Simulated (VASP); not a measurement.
Here is a VASP 6.6.1 calculation.

Contents of POSCAR:

```
P
1.0
    1.6477431241     -5.4650377251      0.0000000000
    1.6477431241      5.4650377251      0.0000000000
    0.0000000000      0.0000000000      4.5436355900
P
4
Direct
    0.4041431300      0.5958568700      0.9111848300
    0.5958568700      0.4041431300      0.0888151700
    0.0958568700      0.9041431300      0.4111848300
    0.9041431300      0.0958568700      0.5888151700
```

INCAR.step1

```
SYSTEM = P
PREC     = Accurate       ! precision mode
ENCUT    = 520            ! plane-wave cutoff, eV
ISMEAR   = -1             ! smearing method
SIGMA    = 0.05           ! smearing width, eV
LREAL    = .False.        ! projectors in reciprocal space
LASPH    = .True.         ! aspherical terms in the spheres
NELM     = 80             ! most SCF steps
NBANDS   = 18             ! bands
GGA      = PE             ! functional
ALGO     = Normal         ! electronic algorithm
EDIFF    = 1E-4           ! SCF threshold, eV
LWAVE    = .True.         ! write WAVECAR
LCHARG   = .False.        ! write CHGCAR
```

File INCAR.step2:

```
SYSTEM = P
PREC     = Accurate       ! precision mode
ENCUT    = 520            ! plane-wave cutoff, eV
EDIFF    = 1E-8           ! SCF threshold, eV
ISMEAR   = -1             ! smearing method
SIGMA    = 0.05           ! smearing width, eV
LREAL    = .False.        ! projectors in reciprocal space
LASPH    = .True.         ! aspherical terms in the spheres
NELM     = 80             ! most SCF steps
ALGO     = Normal         ! electronic algorithm
ISIF     = 2              ! what is computed and relaxed
LWAVE    = .False.        ! write WAVECAR
LCHARG   = .False.        ! write CHGCAR
METAGGA  = R2SCAN         ! meta-GGA
LMIXTAU  = .True.       
LEFG     = .True.       
NBANDS   = 18             ! bands
ISTART   = 1
```

The input KPOINTS:

```
regular mesh
0
Gamma
  10 10 7
  0 0 0
```

Potentials or basis: VASP PAW PBE potentials, release 64 (P).

The run is started by

```sh
$ cat potpaw_PBE.64/P/POTCAR > POTCAR
$ cp INCAR.step1 INCAR
$ mpirun -np 1 vasp_std > vasp.out
$ cp INCAR.step2 INCAR
$ mpirun -np 1 vasp_std > vasp.out
```

**Question.** Predict the pressure.

**Answer.** 0.0 GPa.

**Question.** Estimate the band gap on the k mesh.

**Answer.** 0.26 eV.

**Question.** What does it give for the largest force?

**Answer.** 0.009 eV/Å.

Stress tensor (GPa, compression positive):
```
-0.11  0.00  0.00
 0.00  0.15  0.00
 0.00  0.00 -0.02
```

Caveat: semilocal functionals underestimate gaps, and a narrow one can read as zero; without QUAD_EFG the Cq values of the log hold for a quadrupole moment of 1 mb, not for the nuclei; the PAW data sets were made with another functional, which shifts forces and pressure a little. A k mesh can miss the band edges.
